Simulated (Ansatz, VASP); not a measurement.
Mg2Cd3Te: VASP beside Ansatz

Contents of INCAR:

```
ALGO = Fast
EDIFF = 1E-6
EDIFFG = -0.01
ENCUT = 600
GGA = PE
IBRION = 2
ISIF = 3
ISMEAR = 0
LASPH = T
LCHARG = F
LREAL = F
LWAVE = F
NELM = 80
NSW = 100
PREC = Accurate
SIGMA = 0.1
```

The input KPOINTS:

```
k-points
0
Gamma
  6 6 8
```

File POSCAR:

```
Mg2Cd3Te
1.0
    6.1129424777      0.0000000000      0.0000000000
   -3.0564712389      5.2939634776      0.0000000000
    0.0000000000      0.0000000000      4.8386017009
Mg Cd Te
2 3 1
Direct
    0.6666666667      0.3333333333      0.9622619781
    0.3333333333      0.6666666667      0.9622619781
    0.5000000000      0.5000000000      0.4581056483
    0.5000000000      0.0000000000      0.4581056483
    0.0000000000      0.5000000000      0.4581056483
    0.0000000000      0.0000000000      0.8947960490
```

Input for Ansatz:

```yaml
crystal:
  lattice:
    - [6.1129424777, 0.0, 0.0]
    - [-3.0564712389, 5.2939634776, 0.0]
    - [0.0, 0.0, 4.8386017009]
  atoms:
    - { symbol: Mg, position: [0.6666666667, 0.3333333333, 0.9622619781] }
    - { symbol: Mg, position: [0.3333333333, 0.6666666667, 0.9622619781] }
    - { symbol: Cd, position: [0.5, 0.5, 0.4581056483] }
    - { symbol: Cd, position: [0.5, 0.0, 0.4581056483] }
    - { symbol: Cd, position: [0.0, 0.5, 0.4581056483] }
    - { symbol: Te, position: [0.0, 0.0, 0.894796049] }
basis:
  ecutwfc: 420
kpoints:
  mp_grid: { grid: [6, 6, 8] }
hamiltonian:
  xc: pbe
scf:
  occupations: { method: gaussian, width: 0.1 }
output:
  forces: true
  stress: true
  eigenvalues: true
  write_density: true
  write_potential: true
  elf: true
  volumetric_format: npy
relax:
  adjacent_minimum: "off"
  f_tol: 0.01
  max_steps: 80
  cell: { stress_tol: 0.05 }
```

Change from the starting cell: species swapped into the ErCo3Ge2 type (P6mm, No. 183).

Alike in both runs: task relaxation of cell and atoms; functional PBE; k mesh 6 × 6 × 8; occupations gaussian, width 0.1 eV; no spin polarisation.

|  | VASP | Ansatz |
| --- | --- | --- |
| version | VASP 6.6.1 | Ansatz 0.2.0 |
| potentials or method | VASP PAW PBE potentials, release 64 (Mg, Cd, Te), cutoff 600 eV | scalar-relativistic, plane waves, PAW |
| valence electrons in the cell | 46 | 96 |

Ansatz gave:

```
gap on the k mesh at the Fermi level, each at its own relaxed structure (eV) : none
relaxed volume (Å³/atom)                                                     : 26.22
relaxed cell length with the largest relative difference (Å)                 : 5.010
```

Question: Estimate VASP's values.

Answer: gap on the k mesh at the Fermi level, each at its own relaxed structure (eV): none; relaxed volume (Å³/atom): 26.23; relaxed cell length with the largest relative difference (Å): 4.999.

A gap of «none» marks a metal or a gap that the smearing closes. VASP's potentials hold 46 valence electrons a cell and Ansatz's 96, so a difference there can come from the potentials and not from the codes.

Neither program's run includes spin-orbit coupling.
